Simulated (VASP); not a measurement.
Write the native input for VASP 6.6.1 that does the following.

| Quantity | Value |
| --- | --- |
| Task | single point |
| Functional | PBE |
| Potentials or basis | VASP PAW PBE potentials, release 64 (Hg) |
| Cutoff | 500 eV |
| k mesh | 6 × 6 × 6 |
| Occupations | tetrahedron |
| Spin | no spin polarisation |
| Dipole correction | no |
| Further INCAR settings | ALGO = Normal; EDIFF = 1e-06; NBANDS = 12 |

The structure of Hg lies in POSCAR:

```
Hg
1.0
    2.2339762741     -2.0458582601      0.0000000000
    2.2339762741      2.0458582601      0.0000000000
   -0.3487351701      0.0000000000      3.0398006871
Hg
1
Direct
    0.5000000000      0.5000000000      0.5000000000
```

These files were run (other wordings do the same):

INCAR

```
SYSTEM = Hg
PREC = Accurate ; ENCUT = 500
EDIFF = 1E-6 ; ISMEAR = -5
SIGMA = 0.1 ; LREAL = .FALSE.
LASPH = .TRUE. ; NELM = 120
ALGO = Normal ; ISIF = 2
LWAVE = .FALSE. ; LCHARG = .FALSE.
GGA = PE ; NBANDS = 12
GGA_COMPAT = .FALSE.
```

KPOINTS

```
Automatic mesh
0
G
  6 6 6
  0 0 0
```

Potentials or basis: VASP PAW PBE potentials, release 64 (Hg).

The run is started by

```console
$ cat potpaw_PBE.64/Hg/POTCAR > POTCAR
$ mpirun -np 1 vasp_std > vasp.out
```

Results of the run:

The pressure is 4.0 GPa and the band gap on the k mesh is zero (band 6 reaches 5.03 eV, above the bottom of band 7 at 0.15 eV).

Caveat: spin-orbit coupling is left out, which moves the levels of the heavy elements; tetrahedron occupations give inexact forces and stress in metals.

Run time: 7.8 s on 1 thread of Intel(R) Xeon(R) Platinum 8488C (Sapphire Rapids), with other jobs on the host, peak memory 0.15 GiB.
